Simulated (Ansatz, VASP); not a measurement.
# One calculation of BN, two programs

Contents of POSCAR:

```
BN
1.0
   -0.0060160848      1.7988093648      1.7988093648
    1.7988093648     -0.0060160848      1.7988093648
    1.7988093648      1.7988093648     -0.0060160848
B N
1 1
Direct
    0.0000000000      0.0000000000      0.0000000000
    0.2500000000      0.2500000000      0.2500000000
```

File INCAR.step1:

```
SYSTEM = BN
PREC = Accurate
ENCUT = 520
EDIFF = 1E-5
ISMEAR = 0
SIGMA = 0.01
LREAL = .FALSE.
LASPH = .TRUE.
NELM = 80
ALGO = Normal
ISIF = 2
LWAVE = .TRUE.
LCHARG = .FALSE.
NBANDS = 11
GGA = PE
```

INCAR.step2

```
SYSTEM = BN
PREC = Accurate
ENCUT = 520
EDIFF = 1E-7
ISMEAR = 0
SIGMA = 0.01
LREAL = .FALSE.
LASPH = .TRUE.
NELM = 80
ALGO = Normal
ISIF = 2
LWAVE = .FALSE.
LCHARG = .FALSE.
GGA = PE
LHFCALC = .TRUE.
HFSCREEN = 0.2079
PRECFOCK = Normal
NBANDS = 11
ISTART = 1
```

Contents of KPOINTS:

```
regular mesh
0
G
  8 8 8
  0 0 0
```

Input for Ansatz:

```yaml
crystal:
  lattice:
    - [-0.0060160848, 1.7988093648, 1.7988093648]
    - [1.7988093648, -0.0060160848, 1.7988093648]
    - [1.7988093648, 1.7988093648, -0.0060160848]
  atoms:
    - { symbol: B, position: [0.0, 0.0, 0.0] }
    - { symbol: "N", position: [0.25, 0.25, 0.25] }
kpoints:
  mp_grid: { grid: [8, 8, 8] }
  band_path:
    path:
      - [0.0, 0.0, 0.0]
      - [-0.5, -0.5, 0.0]
      - [-0.375, -0.375, 0.25]
      - [-0.375, 0.0, 0.375]
      - [0.0, 0.0, 0.5]
      - [-0.5, -0.25, 0.25]
      - [0.0, 0.5, 0.5]
    npoints: 1
hamiltonian:
  xc: hse06
scf:
  occupations: { method: fixed }
  n_extra_bands: 4
output:
  forces: true
  stress: true
  eigenvalues: true
```

Change from the starting cell: shear_111 strain -0.5%.

Alike in both runs: task single point; functional HSE06; k mesh 8 × 8 × 8; no spin polarisation.

|  | VASP | Ansatz |
| --- | --- | --- |
| version | VASP 6.6.1 | Ansatz 0.2.0 |
| potentials or method | VASP PAW PBE potentials, release 64 (B, N) | plane waves, PAW |
| plane-wave cutoff (eV) | 520 | 420 |
| occupations | gaussian, width 0.01 eV | fixed |
| valence electrons in the cell | 8 | 8 |

|  | VASP | Ansatz | Ansatz less VASP |
| --- | --- | --- | --- |
| gap on the k mesh at the Fermi level (eV) | 5.78 | 5.79 | +0.015 |
| pressure (GPa) | -1.9 | -2.5 | -0.53 |
| traceless stress, the component that is largest in VASP (GPa) | 1.61 | 1.60 | -0.013 |
| rms of the force components (eV/Å) | 0.008 | 0.007 | -0.0007 |

Atom by atom the forces differ by 0.001 eV/Å (rms over components). Ansatz's warnings: stress exchange threshold loose, stress scf threshold loose.
